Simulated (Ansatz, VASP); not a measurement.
BN in VASP and in Ansatz

```
CELL_PARAMETERS angstrom
2.49747 0.00000 0.00000
-1.24873 2.16287 0.00000
0.00000 0.00000 4.13258
ATOMIC_POSITIONS crystal
B 0.33333 0.66667 0.99980
B 0.66667 0.33333 0.49980
N 0.33333 0.66667 0.37420
N 0.66667 0.33333 0.87420
```

Change from the starting cell: strained cell.

Alike in both runs: task relaxation of the atoms; functional LDA; k mesh 9 × 9 × 6; occupations gaussian, width 0.02 eV; no spin polarisation.

|  | VASP | Ansatz |
| --- | --- | --- |
| version | VASP 6.6.1 | Ansatz 0.2.0 |
| potentials or method | VASP PAW LDA potentials, release 64 (B, N), cutoff 520 eV | scalar-relativistic, plane waves, PAW |
| valence electrons in the cell | 16 | 16 |

```tsv
	VASP	Ansatz	Ansatz less VASP
gap on the k mesh at the Fermi level, each at its own relaxed structure (eV)	4.83	4.86	+0.022
```

Ansatz warns that its potentials were made for another functional, while VASP's fit it. LDA's correlation is that of Perdew and Zunger in VASP and of Perdew and Wang (1992) in Ansatz. Ansatz's warnings: stress scf threshold loose.
